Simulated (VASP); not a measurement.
Runs of VASP 6.6.1 on ErCl. The structure is that of space group P-6m2 (No. 187), or close to it. The cells are those of the table. 

| task | cell | smearing | gap on the mesh (eV) | pressure (GPa) | relaxed volume (Å³/atom) |
| --- | --- | --- | --- | --- | --- |
| relaxation of shape and atoms at fixed volume | relaxed from a = 3.407, b = 3.407, c = 4.301 Å, angles 90.0, 90.0, 120.0°, 2 atoms | gaussian 0.1 eV | none | 1.6 | - |
| relaxation of cell and atoms | relaxed from a = 3.442, b = 3.442, c = 4.345 Å, angles 90.0, 90.0, 120.0°, 2 atoms | fermi-dirac 0.15 eV | none | 0.0 | 22.36 |
| relaxation of shape and atoms at fixed volume | relaxed from a = 3.379, b = 3.379, c = 4.238 Å, angles 90.0, 90.0, 120.0°, 2 atoms | gaussian 0.1 eV | none | 3.4 | - |
| relaxation of cell and atoms | relaxed from a = 3.442, b = 3.442, c = 4.345 Å, angles 90.0, 90.0, 120.0°, 2 atoms | gaussian 0.1 eV | none | 0.0 | (a) |

Alike in all rows: level PBE; potentials or basis VASP PAW PBE potentials, release 64 (Er_3, Cl), 4f in core; no spin polarisation; k mesh 18 × 18 × 14; cutoff (eV) 500.

Task: Fill in the values left out.

Result: (a) 22.34.

Caveats: spin-orbit coupling is left out, which moves the levels of the heavy elements; the 4f electrons are frozen in the core, so they carry no moment and show no levels; the run has no spin polarisation, though such a crystal can be magnetic.

A k mesh can miss the band edges, and the runs leave out spin-orbit coupling on Er.

A gap of «none» marks levels without a gap at the run's occupations.
